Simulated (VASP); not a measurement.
The system is ZrTl3B2.

```
B Tl Zr
1.0
     2.94272    5.09693    0.00000
    -2.94272    5.09693    0.00000
     0.00000    0.00000    3.69177
B Tl Zr
2 3 1
Cartesian
  -0.0003 3.3981 0.0000
  -0.0003 6.7957 0.0000
  0.0000 5.0969 1.8459
  1.4714 2.5485 1.8459
  -1.4714 2.5485 1.8459
  0.0000 0.0000 0.0000
```

```yaml
Program: VASP 6.6.1
Task: relaxation of cell and atoms
Functional: PBE
Potentials_or_basis: VASP PAW PBE potentials, release 64 (B, Tl_d, Zr_sv)
Cutoff: 600 eV
k_mesh: 4 × 4 × 5
Occupations: methfessel-paxton, width 0.025 eV
Spin: no spin polarisation
Hubbard_terms: Zr d U = 4.0 eV
```

At the start: pressure 10.2 GPa; volume 18.46 Å³/atom.

Task: Where does the relaxation end?

Result: Over 9 steps the energy falls by 99.3 meV/atom and the volume is 20.85 Å³/atom (+13.0 %); space group P6/mmm (No. 191, to 0.1 Å) before and after.

Step by step:
| step | energy change (eV) | largest force (eV/Å) | pressure (GPa) | volume (Å³) |
| --- | --- | --- | --- | --- |
| 1 | 0.0000 | 0.0009 | 10.25 | 110.74 |
| 2 | -0.4789 | 0.0008 | -2.07 | 130.71 |
| 3 | -0.4971 | 0.0008 | -0.68 | 126.90 |
| 4 | -0.5661 | 0.0009 | -0.89 | 126.51 |
| 5 | -0.5936 | 0.0009 | -0.47 | 126.12 |
| 6 | -0.5944 | 0.0009 | -0.37 | 126.03 |
| 7 | -0.5944 | 0.0009 | -0.39 | 126.05 |
| 8 | -0.5956 | 0.0009 | 0.06 | 125.00 |
| 9 | -0.5956 | 0.0009 | 0.00 | 125.13 |

Final structure:
```
B Tl Zr
1.0
     3.15937    5.47293    0.00000
    -3.15937    5.47293    0.00000
     0.00000    0.00000    3.61826
B Tl Zr
2 3 1
Direct
  0.33330 0.33340 0.00000
  0.66660 0.66670 0.00000
  0.50000 0.50000 0.50000
  0.49999 0.00002 0.50000
  0.99998 0.50001 0.50000
  0.00002 0.99998 0.00000
```

Caveat: U without spin polarisation on a metal has little footing; the U is typed as a test and isn't derived for this compound.
